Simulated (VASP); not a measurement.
Here is a VASP 6.6.1 calculation.

INCAR

```
PREC = Accurate
ENCUT = 520
EDIFF = 1E-6
ISMEAR = -1
SIGMA = 0.05
LREAL = False
LASPH = True
NELM = 80
ALGO = Normal
ISIF = 2
LWAVE = False
LCHARG = False
GGA = PE
NBANDS = 22
```

KPOINTS

```
Automatic mesh
0
Gamma
  6 6 3
```

The input POSCAR:

```
Br
1.0
    3.3855238279     -2.3379315741      0.0000000000
    3.3855238279      2.3379315741      0.0000000000
    0.0000000000      0.0000000000      8.7599328054
Br
4
Direct
    0.3651000000      0.6349000000      0.3901000000
    0.1349000000      0.8651000000      0.8901000000
    0.6349000000      0.3651000000      0.6099000000
    0.8651000000      0.1349000000      0.1099000000
```

Potentials or basis: VASP PAW PBE potentials, release 64 (Br).

The run is started by

```console
$ cat potpaw_PBE.64/Br/POTCAR > POTCAR
$ mpirun -np 1 vasp_std > vasp.out
```

Task: Estimate the pressure.

Result: 1.3 GPa.

Task: Predict the largest force.

Result: 0.659 eV/Å.

Task: Predict the band gap on the k mesh.

Result: 1.84 eV, indirect (least direct gap 1.86 eV).

Stress tensor (GPa, compression positive):
```
1.08 0.00 0.00
0.00 0.74 0.00
0.00 0.00 1.94
```

A k mesh can miss the band edges.
